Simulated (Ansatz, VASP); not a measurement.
# P in VASP and in Ansatz

```
P
1.0
     3.29783    0.00000    0.00000
    -1.64892    2.85601    0.00000
     0.00000    0.00000    6.18229
P
4
Direct
  0.00000 0.00000 0.00000
  0.00000 0.00000 0.50000
  0.33333 0.66667 0.75000
  0.66667 0.33333 0.25000
```

Alike in both runs: functional PBEsol; k mesh 15 × 15 × 8; occupations gaussian, width 0.1 eV; no spin polarisation.

Ansatz relaxed the structure, and its values are those at the end. VASP's run is a single point on that final structure, the one shown.

```csv
,VASP,Ansatz
version,VASP 6.6.1,Ansatz 0.2.0
potentials or method,"VASP PAW PBE potentials, release 64 (P), cutoff 520 eV","scalar-relativistic, plane waves, PAW"
valence electrons in the cell,20,20
```

|  | VASP | Ansatz | Ansatz less VASP |
| --- | --- | --- | --- |
| gap on the k mesh at the Fermi level (eV) | none | none | - |
| pressure (GPa) | 0.1 | 0.0 | -0.11 |

VASP's potentials were made for PBE, not for PBEsol. A gap of «none» marks a metal or a gap that the smearing closes.
